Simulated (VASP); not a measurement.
# Sn (P6_3/mmc) in VASP: a series of runs

The runs below take Sn through single point, with PBE.

Everything below comes from runs of VASP 6.6.1. Logs are shortened: lines on timing, memory, paths and dates and some standing lists are left out, and cuts for length are marked.

## (1) The cell of the first run

It takes space group P6_3/mmc (No. 194, hexagonal). The conventional cell has a = 3.309 Å, b = 3.309 Å, c = 5.264 Å, α = 90.00°, β = 90.00°, γ = 120.00°. Within 4.3 Å of Sn (site symmetry -6m2) lie 12 Sn at 3.25 to 3.31 Å.

## (2) Single point, PBE (volume scaled by 0.9)

Input file INCAR:

```
ALGO = Normal
EDIFF = 1E-6
ENCUT = 520
GGA = PE
ISIF = 2
ISMEAR = -1
LASPH = T
LCHARG = F
LREAL = F
LWAVE = F
NBANDS = 21
NELM = 80
PREC = Accurate
SIGMA = 0.05
```

Input file KPOINTS:

```
k-points
0
Gamma
  13 13 7
```

Input file POSCAR:

```
Sn
1.0
    3.3087254370      0.0000000000      0.0000000000
   -1.6543627185      2.8654402826      0.0000000000
    0.0000000000      0.0000000000      5.2638457448
Sn
2
Direct
    0.3333333333      0.6666666667      0.2500000000
    0.6666666667      0.3333333333      0.7500000000
```

Potentials or basis: VASP PAW PBE potentials, release 64 (Sn_d).

Launch:

```console
$ cat potpaw_PBE.64/Sn_d/POTCAR > POTCAR
$ mpirun -np 1 vasp_std > vasp.out
```

OUTCAR:

```text
EDIFF = 1E-6
   ENCUT = 520
   GGA = PE
   ISIF = 2
   ISMEAR = -1
   LASPH = T
   LREAL = F
   NELM = 80
   PREC = Accurate

 ion  position               nearest neighbor table
   1  0.333  0.667  0.250-   2 3.25   2 3.25   2 3.25   2 3.25   2 3.25   2 3.25
   2  0.667  0.333  0.750-   1 3.25   1 3.25   1 3.25   1 3.25   1 3.25   1 3.25

  LATTYP: Found a hexagonal cell.
 ALAT       =     3.3087254370
 C/A-ratio  =     1.5908983217

  Lattice vectors:

 A1 = (   3.3087254370,   0.0000000000,   0.0000000000)
 A2 = (  -1.6543627185,   2.8654402826,   0.0000000000)
 A3 = (   0.0000000000,   0.0000000000,   5.2638457448)

Analysis of symmetry for initial positions (statically):
=====================================================================
 Subroutine PRICEL returns:
 Original cell was already a primitive cell.

 Routine SETGRP: Setting up the symmetry group for a
 hexagonal supercell.

 Subroutine GETGRP returns: Found 24 space group operations
 (whereof 12 operations were pure point group operations)
 out of a pool of 24 trial point group operations.

The static configuration has the point symmetry D_3d.
 The point group associated with its full space group is D_6h.

Analysis of symmetry for dynamics (positions and initial velocities):
=====================================================================
 Subroutine PRICEL returns:
 Original cell was already a primitive cell.

 Routine SETGRP: Setting up the symmetry group for a
 hexagonal supercell.

 Subroutine GETGRP returns: Found 24 space group operations
 (whereof 12 operations were pure point group operations)
 out of a pool of 24 trial point group operations.

The dynamic configuration has the point symmetry D_3d.
 The point group associated with its full space group is D_6h.

 Subroutine INISYM returns: Found 24 space group operations
 (whereof 12 operations are pure point group operations),
 and found     1 'primitive' translations

----------------------------------------------------------------------------------------

                                     Primitive cell

  volume of cell :      49.9063

  direct lattice vectors                    reciprocal lattice vectors
     3.308725437  0.000000000  0.000000000     0.302231182  0.174493254  0.000000000
    -1.654362719  2.865440283  0.000000000     0.000000000  0.348986509  0.000000000
     0.000000000  0.000000000  5.263845745     0.000000000  0.000000000  0.189975172

  length of vectors
     3.308725437  3.308725437  5.263845745     0.348986509  0.348986509  0.189975172

  position of ions in fractional coordinates (direct lattice)
     0.333333333  0.666666667  0.250000000
     0.666666667  0.333333333  0.750000000

  ion indices of the primitive-cell ions
   primitive index   ion index
                 1           1
                 2           2

----------------------------------------------------------------------------------------

 KPOINTS: k-points

Automatic generation of k-mesh.
 Grid dimensions read from file:
 generate k-points for:   13   13    7

 Generating k-lattice:

  Cartesian coordinates                     Fractional coordinates (reciprocal lattice)
     0.023248552  0.013422558  0.000000000     0.076923077  0.000000000  0.000000000
     0.000000000  0.026845116  0.000000000     0.000000000  0.076923077  0.000000000
     0.000000000  0.000000000  0.027139310     0.000000000  0.000000000  0.142857143

  Length of vectors
     0.026845116  0.026845116  0.027139310

  Shift w.r.t. Gamma in fractional coordinates (k-lattice)
     0.000000000  0.000000000  0.000000000

 Subroutine IBZKPT returns following result:
 ===========================================

 Found     84 irreducible k-points:

 Following reciprocal coordinates:
            Coordinates               Weight
  0.000000  0.000000  0.000000      1.000000
  0.076923  0.000000  0.000000      6.000000
  0.153846  0.000000  0.000000      6.000000
  0.230769  0.000000  0.000000      6.000000
  0.307692  0.000000  0.000000      6.000000
  0.384615  0.000000  0.000000      6.000000
[... 16 lines left out ...]
  0.076923  0.000000  0.142857     12.000000
  0.153846  0.000000  0.142857     12.000000
 [... further k-points ...]
   k-points           NKPTS =     84   k-points in BZ     NKDIM =     84   number of bands    NBANDS=     21
   number of dos      NEDOS =    301   number of ions     NIONS =      2
   total plane-waves  NPLWV =  31360
   dimension x,y,z NGX =    28 NGY =   28 NGZ =   40
   dimension x,y,z NGXF=    56 NGYF=   56 NGZF=   80
   ions per type =               2
   NGX,Y,Z   is equivalent  to a cutoff of  14.07, 14.07, 12.63 a.u.
   NGXF,Y,Z  is equivalent  to a cutoff of  28.14, 28.14, 25.27 a.u.
 SYSTEM =  unknown system
   PREC   = accura    normal or accurate (medium, high low for compatibility)
   ISTART =      0    job   : 0-new  1-cont  2-samecut
   ICHARG =      2    charge: 1-file 2-atom 10-const
   ISPIN  =      1    spin polarized calculation?
   LNONCOLLINEAR =      F non collinear calculations
   LSORBIT =      F    spin-orbit coupling
   LASPH  =      T    aspherical Exc in radial PAW
   ENCUT  =  520.0 eV  38.22 Ry    6.18 a.u.   6.15  6.15  9.79*2*pi/ulx,y,z
   NELM   =     80;   NELMIN=  2; NELMDL= -5     # of ELM steps
   EDIFF  = 0.1E-05   stopping-criterion for ELM
   LREAL  =      F    real-space projection
   EDIFFG = 0.1E-04   stopping-criterion for IOM
   NSW    =      0    number of steps for IOM
   IBRION =     -1    ionic relax: 0-MD 1-quasi-New 2-CG
   NFREE  =      0    steps in history (QN), initial steepest desc. (CG)
   ISIF   =      2    stress and relaxation
   ISYM   =      2    0-nonsym 1-usesym 2-fastsym
   POTIM  = 0.5000    time-step for ionic-motion
   TEBEG  =    0.0;   TEEND  =   0.0 temperature during run
   PSTRESS=    0.0 pullay stress
   NELECT =      28.0000    total number of electrons
   NUPDOWN=      -1.0000    fix difference up-down
   EMIN   =  10.00;   EMAX   =-10.00  energy-range for DOS
   EFERMI =   0.00;   METHOD = LEGACY
   ISMEAR =    -1;   SIGMA  =   0.05  broadening in eV -4-tet -1-fermi 0-gaus
   EFERMI_NEDOS =   21; number of points for ismear=-14 and -15
   IALGO  =     38    algorithm
   IMIX   =      4    mixing-type and parameters
     AMIX     =   0.40;   BMIX     =  1.00
     AMIX_MAG =   1.60;   BMIX_MAG =  1.00
  volume/ion in A,a.u.               =      24.95       168.39
  Fermi-wavevector in a.u.,A,eV,Ry     =   1.350234  2.551573 24.805221  1.823132
  Thomas-Fermi vector in A             =   2.477755
   LORBIT       =      0    0 simple, 1 ext, 2 COOP (PROOUT), +10 PAW based schemes
   GGA     = PE    functional components
   LHFCALC =     F    Hartree Fock is set to
   AEXX    =    0.0000 exact exchange contribution
   IVDW    =     0    specifies the selected vdW correction
   LEPSILON=     F    determine dielectric tensor
   LRPA    =     F    only Hartree local field effects (RPA)
 non-spin polarized calculation
  energy-cutoff  :      520.00
  volume of cell :       49.91
 maximum number of plane-waves:      1363
 NGX is ok and might be reduce to    28
   NGX = 13   NGY = 13   NGZ = 19

 number of electron      27.9999994 magnetization

 Free energy of the ion-electron system (eV)
  ---------------------------------------------------
  ext. energy  EPLUGINS =         0.00000000
  ---------------------------------------------------
  free energy    TOTEN  =        -7.46787859 eV

  energy without entropy =       -7.45818913  energy(sigma->0) =       -7.46303386

 E-fermi :   9.2277     XC(G=0): -10.7735

 val. band max:        9.2100363836   @ k =   0.3077   0.1538   0.2857
 cond. band min:       9.2416299915   @ k =   0.3846   0.1538   0.0000
 fundamental gap:      0.0315936079
 Fermi energy:         9.2277298986

 k-point     1 :       0.0000    0.0000    0.0000
  band No.  band energies     occupation
      1     -12.4177      2.00000
      2     -12.4003      2.00000
      3     -12.3905      2.00000
      4     -12.3905      2.00000
      5     -12.3746      2.00000
      6     -12.3746      2.00000
[... 13 lines left out ...]
     20      18.9565      0.00000
     21      21.6342      0.00000

 k-point     2 :       0.0769    0.0000    0.0000
  band No.  band energies     occupation
      1     -12.4185      2.00000
      2     -12.4057      2.00000
      3     -12.3809      2.00000
      4     -12.3795      2.00000
      5     -12.3706      2.00000
      6     -12.3652      2.00000
[... 13 lines left out ...]
     20      19.4673      0.00000
     21      20.9857      0.00000

 k-point     3 :       0.1538    0.0000    0.0000
  band No.  band energies     occupation
      1     -12.4350      2.00000
      2     -12.3972      2.00000
      3     -12.3728      2.00000
      4     -12.3713      2.00000
      5     -12.3706      2.00000
      6     -12.3545      2.00000
[... 13 lines left out ...]
     20      20.0884      0.00000
     21      20.4767      0.00000

 k-point     4 :       0.2308    0.0000    0.0000
  band No.  band energies     occupation
      1     -12.4580      2.00000
      2     -12.3914      2.00000
      3     -12.3886      2.00000
      4     -12.3841      2.00000
      5     -12.3610      2.00000
      6     -12.3173      2.00000
[... 13 lines left out ...]
     20      19.4241      0.00000
     21      20.7478      0.00000

 k-point     5 :       0.3077    0.0000    0.0000
  band No.  band energies     occupation
      1     -12.4805      2.00000
      2     -12.4130      2.00000
      3     -12.3976      2.00000
      4     -12.3905      2.00000
      5     -12.3408      2.00000
      6     -12.2851      2.00000
[... 13 lines left out ...]
     20      18.8060      0.00000
     21      20.5786      0.00000
[... 382 lines left out ...]
     20      22.7273      0.00000
     21      22.9701      0.00000

 k-point    22 :       0.0000    0.0000    0.1429
  band No.  band energies     occupation
      1     -12.4162      2.00000
      2     -12.4005      2.00000
      3     -12.3998      2.00000
      4     -12.3998      2.00000
      5     -12.3787      2.00000
      6     -12.3787      2.00000
[... 13 lines left out ...]
     20      19.1152      0.00000
     21      21.1944      0.00000

 k-point    23 :       0.0769    0.0000    0.1429
  band No.  band energies     occupation
      1     -12.4182      2.00000
      2     -12.4050      2.00000
      3     -12.3929      2.00000
      4     -12.3925      2.00000
      5     -12.3746      2.00000
      6     -12.3694      2.00000
[... 13 lines left out ...]
     20      19.4260      0.00000
     21      20.7963      0.00000

 k-point    24 :       0.1538    0.0000    0.1429
  band No.  band energies     occupation
      1     -12.4343      2.00000
      2     -12.3979      2.00000
      3     -12.3914      2.00000
      4     -12.3793      2.00000
      5     -12.3649      2.00000
      6     -12.3436      2.00000
[... 13 lines left out ...]
     20      19.6680      0.00000
     21      19.8867      0.00000

 [... further k-points ...]
[... 5 lines left out ...]
  --------------------------------------------------------------------------------------
  -------------------------------------------------------------------------------------
  Total        2.0003258      2.0003258      2.0083375     -0.0000000      0.0000000      0.0000000
  in kB       64.2178961     64.2178961     64.4751028     -0.0000000      0.0000000      0.0000000
  external PRESSURE =      64.3036317 kB  Pullay stress =       0.0000000 kB

 VOLUME and BASIS-vectors are now :
 -----------------------------------------------------------------------------
  energy-cutoff  :      520.00
  volume of cell :       49.91
      direct lattice vectors                 reciprocal lattice vectors
     3.308725437  0.000000000  0.000000000     0.302231182  0.174493254  0.000000000
    -1.654362719  2.865440283  0.000000000     0.000000000  0.348986509  0.000000000
     0.000000000  0.000000000  5.263845745     0.000000000  0.000000000  0.189975172

 POSITION                                       TOTAL-FORCE (eV/Angst)
 -----------------------------------------------------------------------------------
     -0.00000      1.91029      1.31596         0.000000      0.000000     -0.000000
      1.65436      0.95515      3.94788        -0.000000      0.000000      0.000000
 -----------------------------------------------------------------------------------
    total drift:                               -0.000000      0.000000      0.000000

  FREE ENERGIE OF THE ION-ELECTRON SYSTEM (eV)
  ---------------------------------------------------
  free  energy   TOTEN  =        -7.4678785936 eV

  energy  without entropy=       -7.4581891267  energy(sigma->0) =       -7.46303386
```

Run time: 2.4 min. Hardware: 1 thread of AMD EPYC 7R13, shared host; peak memory 0.19 GiB.

Results:

```
Free energy            : -7.4679 eV
Pressure               : 6.4 GPa
Band gap on the k mesh : zero (band 14 reaches 15.20 eV, above the bottom of band 15 at 6.97 eV)
```

Caveat: the cell differs from its parent crystal (volume scaled by 0.9); spin-orbit coupling is left out, which moves the levels of the heavy elements.

## (3) Single point, PBE

This run uses another cell than the first one, of 27.73 Å³/atom, 1.111 times its volume.

Input file INCAR:

```
PREC     = Accurate       # precision mode
ENCUT    = 520            # plane-wave cutoff, eV
EDIFF    = 1E-6           # SCF threshold, eV
ISMEAR   = -1             # smearing method
SIGMA    = 0.05           # smearing width, eV
LREAL    = False          # projectors in reciprocal space
LASPH    = True           # aspherical terms in the spheres
NELM     = 80             # most SCF steps
ALGO     = Normal         # electronic algorithm
ISIF     = 2              # what is computed and relaxed
LWAVE    = False          # write WAVECAR
LCHARG   = True           # write CHGCAR
GGA      = PE             # functional
LELF     = True           # ELF
LVHAR    = True         
NBANDS   = 21             # bands
```

Input file KPOINTS:

```
regular mesh
0
Gamma
  13 13 7
```

Input file POSCAR:

```
Sn
1.0
    3.4331719241      0.0000000000      0.0000000000
   -1.7165859621      2.9732141018      0.0000000000
    0.0000000000      0.0000000000      5.4323907426
Sn
2
Direct
    0.3333333333      0.6666666667      0.2500000000
    0.6666666667      0.3333333333      0.7500000000
```

Potentials or basis: VASP PAW PBE potentials, release 64 (Sn_d).

Launch:

```console
$ cat potpaw_PBE.64/Sn_d/POTCAR > POTCAR
$ mpirun -np 1 vasp_std > vasp.out
```

Wall time 2.5 min (1 thread of AMD EPYC 7R13, shared host); peak memory 0.2 GiB.

Results (log left out):

* Free energy: -7.5705 eV
* Pressure: -0.1 GPa
* Band gap on the k mesh: zero (band 14 reaches 13.22 eV, above the bottom of band 15 at 5.96 eV)

Levels at points of the mesh, in eV from the Fermi level:
```csv
k point,band 10,band 11,band 12,band 13,band 14,band 15,band 16,band 17,band 18,band 19
"(0.00, 0.00, 0.00)",-21.43,-11.00,-6.45,-4.45,5.23,5.23,7.05,7.05,8.19,8.82
```

Caveat: spin-orbit coupling is left out, which moves the levels of the heavy elements.

[end of part 1 of 2]
